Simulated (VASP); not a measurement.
Input of a VASP 6.6.1 run:

INCAR

```
  ALGO = Normal
  EDIFF = 1E-6
  ENCUT = 500
  GGA = CA
  GGA_COMPAT = F
  ISIF = 2
  ISMEAR = 0
  LASPH = T
  LCHARG = F
  LREAL = F
  LWAVE = F
  NBANDS = 19
  NELM = 120
  PREC = Accurate
  SIGMA = 0.01
```

KPOINTS

```
k-points
0
Gamma
  8 8 4
```

The input POSCAR:

```
ZrS2
1.0
    3.6131199515      0.0000000000      0.0000000000
   -1.8065599757      3.1290536649      0.0000000000
    0.0000000000      0.0000000000      5.6381306101
Zr S
1 2
Direct
    0.0000000000      0.0000000000      0.0000000000
    0.6666666667      0.3333333333      0.7432741248
    0.3333333333      0.6666666667      0.2567258752
```

Potentials or basis: VASP PAW LDA potentials, release 64 (Zr_sv, S).

Command:

```sh
$ cat potpaw_LDA.64/Zr_sv/POTCAR potpaw_LDA.64/S/POTCAR > POTCAR
$ mpirun -np 1 vasp_std > vasp.out
```

Predict the pressure.

-0.7 GPa.

What does it give for the largest force?

0.039 eV/Å.

Predict the band gap on the k mesh.

0.47 eV (least direct gap 1.26 eV).

Stress tensor (GPa, compression positive):
```
-0.94  0.00  0.00
 0.00 -0.94  0.00
 0.00  0.00 -0.26
```

Caveat: the cell differs from its parent crystal (in-plane strain +0.005). A k mesh can miss the band edges.
